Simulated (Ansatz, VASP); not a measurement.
**Ir: VASP beside Ansatz**

Contents of POSCAR:

```
Ir
1.0
    0.0000000000      1.8621090000      1.9772910000
    1.8621090000      0.0000000000      1.9772910000
    1.8621090000      1.8621090000      0.0000000000
Ir
1
Direct
    0.0000000000      0.0000000000      0.0000000000
```

The input INCAR.step1:

```
SYSTEM = Ir
PREC = Accurate
ENCUT = 520
ISMEAR = 0
SIGMA = 0.15
LREAL = .FALSE.
LASPH = .TRUE.
NELM = 80
NBANDS = 10
GGA = PE
ALGO = Normal
EDIFF = 1E-4
LWAVE = .TRUE.
LCHARG = .FALSE.
```

Contents of INCAR.step2:

```
SYSTEM = Ir
PREC = Accurate
ENCUT = 520
EDIFF = 1E-7
ISMEAR = 0
SIGMA = 0.15
LREAL = .FALSE.
LASPH = .TRUE.
NELM = 80
ALGO = Normal
ISIF = 2
LWAVE = .FALSE.
LCHARG = .FALSE.
METAGGA = R2SCAN
LMIXTAU = .TRUE.
NBANDS = 10
ISTART = 1
```

KPOINTS

```
Automatic mesh
0
G
  22 22 22
  0 0 0
```

Input for Ansatz:

```yaml
crystal:
  lattice:
    - [0.0, 1.862109, 1.977291]
    - [1.862109, 0.0, 1.977291]
    - [1.862109, 1.862109, 0.0]
  atoms:
    - { symbol: Ir, position: [0.0, 0.0, 0.0] }
basis:
  ecutwfc: 500
kpoints:
  mp_grid: { grid: [22, 22, 22] }
hamiltonian:
  xc: r2scan
scf:
  occupations: { method: gaussian, width: 0.15 }
output:
  forces: true
  stress: true
  eigenvalues: true
```

Change from the starting cell: strain -0.030 along x and y, +0.030 along z, atoms carried along.

Alike in both runs: task single point; functional r2SCAN; k mesh 22 × 22 × 22; occupations gaussian, width 0.15 eV; no spin polarisation.

|  | VASP | Ansatz |
| --- | --- | --- |
| version | VASP 6.6.1 | Ansatz 0.2.0 |
| potentials or method | VASP PAW PBE potentials, release 64 (Ir), cutoff 520 eV | scalar-relativistic, plane waves, PAW |
| valence electrons in the cell | 9 | 17 |

|  | VASP | Ansatz | Ansatz less VASP |
| --- | --- | --- | --- |
| gap on the k mesh at the Fermi level (eV) | none | none | - |
| pressure (GPa) | 18.6 | 15.6 | -3.03 |
| traceless stress, the component that is largest in VASP (GPa) | -17.25 | -17.18 | +0.064 |

VASP's potentials were made for PBE, not for r2SCAN. A gap of «none» marks a metal or a gap that the smearing closes. With one functional, cell and mesh, what is left measures potentials, basis and numerics. VASP's potentials hold 9 valence electrons a cell and Ansatz's 17, so a difference there can come from the potentials and not from the codes.

Spin-orbit coupling is off throughout.
